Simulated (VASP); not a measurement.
A run of VASP 6.6.1 is set up as follows.

Contents of INCAR:

```
SYSTEM = NbSi
ALGO = Normal
EDIFF = 1E-6
ENCUT = 520
GGA = PE
ISIF = 2
ISMEAR = -1
LASPH = .True.
LCHARG = .False.
LREAL = .False.
LWAVE = .False.
NBANDS = 16
NELM = 60
PREC = Accurate
SIGMA = 0.04
```

The input KPOINTS:

```
k-points
0
Gamma
  5 5 5
  0 0 0
```

The input POSCAR:

```
NbSi
1.0
    3.1564400000      0.0000000000      0.0000000000
    0.0000000000      3.1564400000      0.0000000000
    0.0000000000      0.0000000000      3.1564400000
Nb Si
1 1
Direct
    0.0000000000      0.0000000000      0.0000000000
    0.5000000000      0.5000000000      0.5000000000
```

Potentials or basis: VASP PAW PBE potentials, release 64 (Nb_sv, Si).

The run is started by

```console
$ cat potpaw_PBE.64/Nb_sv/POTCAR potpaw_PBE.64/Si/POTCAR > POTCAR
$ mpirun -np 1 vasp_std > vasp.out
```

Task: Estimate the pressure.

Result: -1.0 GPa.

Caveat: the k points lie up to 0.40 Å⁻¹ apart.
